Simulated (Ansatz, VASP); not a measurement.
# One calculation of Si2W, two programs

INCAR

```
SYSTEM = Si2W
PREC     = Accurate       ! precision mode
ENCUT    = 520            ! plane-wave cutoff, eV
EDIFF    = 1E-7           ! SCF threshold, eV
ISMEAR   = 0              ! smearing method
SIGMA    = 0.03           ! smearing width, eV
LREAL    = .False.        ! projectors in reciprocal space
LASPH    = .True.         ! aspherical terms in the spheres
NELM     = 60             ! most SCF steps
ALGO     = Normal         ! electronic algorithm
ISIF     = 2              ! what is computed and relaxed
LWAVE    = .False.        ! write WAVECAR
LCHARG   = .False.        ! write CHGCAR
GGA      = PE             ! functional
NBANDS   = 43             ! bands
```

Contents of KPOINTS:

```
Automatic mesh
0
Gamma
  9 9 6
  0 0 0
```

Contents of POSCAR:

```
Si2W
1.0
    4.6646658316      0.0000000000      0.0000000000
   -2.3323329158      4.0397191103      0.0000000000
    0.0000000000      0.0000000000      6.5044100356
Si W
6 3
Direct
    0.8551111253      0.7102222506      0.5000000000
    0.1448888747      0.8551111253      0.8333333333
    0.7102222506      0.8551111253      0.1666666667
    0.1448888747      0.2897777494      0.5000000000
    0.8551111253      0.1448888747      0.8333333333
    0.2897777494      0.1448888747      0.1666666667
    0.0000000000      0.5000000000      0.1666666667
    0.5000000000      0.5000000000      0.8333333333
    0.5000000000      0.0000000000      0.5000000000
```

Input for Ansatz:

```yaml
crystal:
  lattice:
    - [4.6646658316, 0.0, 0.0]
    - [-2.3323329158, 4.0397191103, 0.0]
    - [0.0, 0.0, 6.5044100356]
  atoms:
    - { symbol: Si, position: [0.8551111253, 0.7102222506, 0.5] }
    - { symbol: Si, position: [0.1448888747, 0.8551111253, 0.8333333333] }
    - { symbol: Si, position: [0.7102222506, 0.8551111253, 0.1666666667] }
    - { symbol: Si, position: [0.1448888747, 0.2897777494, 0.5] }
    - { symbol: Si, position: [0.8551111253, 0.1448888747, 0.8333333333] }
    - { symbol: Si, position: [0.2897777494, 0.1448888747, 0.1666666667] }
    - { symbol: W, position: [0.0, 0.5, 0.1666666667] }
    - { symbol: W, position: [0.5, 0.5, 0.8333333333] }
    - { symbol: W, position: [0.5, 0.0, 0.5] }
basis:
  ecutwfc: 420
kpoints:
  mp_grid: { grid: [9, 9, 6] }
hamiltonian:
  xc: pbe
  pseudopotentials: { kind: paw, azcp: { folder: soft_1 } }
scf:
  occupations: { method: gaussian, width: 0.03 }
output:
  forces: true
  stress: true
  eigenvalues: true
```

Alike in both runs: task single point; functional PBE; k mesh 9 × 9 × 6; occupations gaussian, width 0.03 eV; no spin polarisation.

|  | VASP | Ansatz |
| --- | --- | --- |
| version | VASP 6.6.1 | Ansatz 0.2.0 |
| potentials or method | VASP PAW PBE potentials, release 64 (Si, W_sv), cutoff 520 eV | scalar-relativistic, plane waves, PAW |
| valence electrons in the cell | 66 | 66 |

Ansatz gave:

```
gap on the k mesh at the Fermi level (eV)                     : none
pressure (GPa)                                                : 3.5
traceless stress, the component that is largest in VASP (GPa) : 1.82
rms of the force components (eV/Å)                            : 1.347
```

Question: What did VASP give for the same quantities?

Answer: gap on the k mesh at the Fermi level (eV): none; pressure (GPa): 3.5; traceless stress, the component that is largest in VASP (GPa): 1.80; rms of the force components (eV/Å): 1.341.

Atom by atom the forces differ by 0.006 eV/Å (rms over components). A gap of «none» marks a metal or a gap that the smearing closes.

Neither program's run includes spin-orbit coupling.
